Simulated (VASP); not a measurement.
A run of VASP 6.6.1:

File INCAR:

```
ALGO = Normal ; EDIFF = 1E-6
ENCUT = 500 ; GGA = PS
GGA_COMPAT = False ; ISIF = 2
ISMEAR = -1 ; ISYM = -1
LASPH = True ; LCHARG = False
LREAL = Auto ; LWAVE = False
NBANDS = 318 ; NELM = 120
PREC = Accurate ; SIGMA = 0.05
```

KPOINTS

```
explicit points
1
Reciprocal
  0.25000000   0.25000000   0.25000000 1
```

POSCAR

```
Ca5Pb3S8
1.0
   11.4991107885      0.0000000000      0.0000000000
    0.0000000000     11.4991107885      0.0000000000
    0.0000000000      0.0000000000     11.4991107885
S Pb Ca
32 12 20
Direct
    0.2557320000      0.9929680000      0.0010070000
    0.2440080000      0.9939160000      0.5004010000
    0.2497870000      0.5069470000      0.0048730000
    0.2432450000      0.5083390000      0.4931310000
    0.7446680000      0.9930100000      0.0003160000
    0.7567850000      0.9933510000      0.5013700000
    0.7505500000      0.5071760000      0.9954340000
    0.7572060000      0.5077250000      0.5074110000
    0.9997680000      0.2585650000      0.9932370000
    0.9997400000      0.2510280000      0.5044610000
    0.0003220000      0.7454410000      0.0075800000
    0.0005410000      0.7497340000      0.4955970000
    0.4997960000      0.2506550000      0.0043950000
    0.4998400000      0.2506660000      0.4919790000
    0.5004120000      0.7493210000      0.0017020000
    0.5005960000      0.7504310000      0.4995990000
    0.0004280000      0.9941700000      0.2560880000
    0.9998410000      0.0059370000      0.7447820000
    0.0054160000      0.5053850000      0.2500710000
    0.9953370000      0.4948540000      0.7499670000
    0.4992490000      0.9993890000      0.2450660000
    0.5006960000      0.9951840000      0.7573800000
    0.4939480000      0.5004830000      0.2441160000
    0.5072070000      0.5064510000      0.7575600000
    0.2549570000      0.2488530000      0.2498200000
    0.2437380000      0.2414750000      0.7496650000
    0.2512210000      0.7515270000      0.2504580000
    0.2576470000      0.7548730000      0.7497880000
    0.7431130000      0.2404540000      0.2498200000
    0.7546540000      0.2491730000      0.7498270000
    0.7487080000      0.7538850000      0.2510640000
    0.7458070000      0.7517170000      0.7509020000
    0.0001300000      0.9982500000      0.0004040000
    0.5003280000      0.9984700000      0.4994310000
    0.5002380000      0.5019970000      0.4990740000
    0.2499620000      0.2498810000      0.9996570000
    0.2490610000      0.2491340000      0.4993000000
    0.7497510000      0.2497210000      0.9997300000
    0.7504690000      0.2490450000      0.4998820000
    0.2500920000      0.5018780000      0.7505970000
    0.7503330000      0.5021070000      0.2499760000
    0.9999970000      0.2497220000      0.2496040000
    0.9991420000      0.7503100000      0.7488960000
    0.5000650000      0.2496410000      0.7505900000
    0.0002870000      0.9990610000      0.5004040000
    0.0001250000      0.5019610000      0.0000460000
    0.0002980000      0.5015890000      0.5001190000
    0.5002500000      0.9979380000      0.0011670000
    0.5003550000      0.5022280000      0.0006510000
    0.2516740000      0.7500910000      0.0013970000
    0.2497570000      0.7507640000      0.4990360000
    0.7491830000      0.7500650000      0.0008050000
    0.7512850000      0.7503840000      0.5009870000
    0.2505070000      0.9979560000      0.2505340000
    0.2503550000      0.9983640000      0.7507410000
    0.2498330000      0.5020420000      0.2495300000
    0.7494300000      0.9975860000      0.2507360000
    0.7502880000      0.9991110000      0.7507440000
    0.7508340000      0.5012830000      0.7510430000
    0.9997600000      0.2503230000      0.7493780000
    0.0009890000      0.7499020000      0.2513970000
    0.4995380000      0.2492850000      0.2486320000
    0.4989120000      0.7505060000      0.2488860000
    0.5016150000      0.7506090000      0.7521990000
```

Potentials or basis: VASP PAW PBE potentials, release 64 (S, Pb_d, Ca_sv).

Launch:

```sh
$ cat potpaw_PBE.64/S/POTCAR potpaw_PBE.64/Pb_d/POTCAR potpaw_PBE.64/Ca_sv/POTCAR > POTCAR
$ mpirun -np 1 vasp_std > vasp.out
```

Hardware: 1 thread of Intel Xeon 8259CL (shared host).

Problem. Estimate the wall time of this run.

Solution. Run time: 28 min on 1 thread of Intel Xeon 8259CL (shared host), peak memory 1.3 GiB. Counts: scf iterations 17, k points 1.
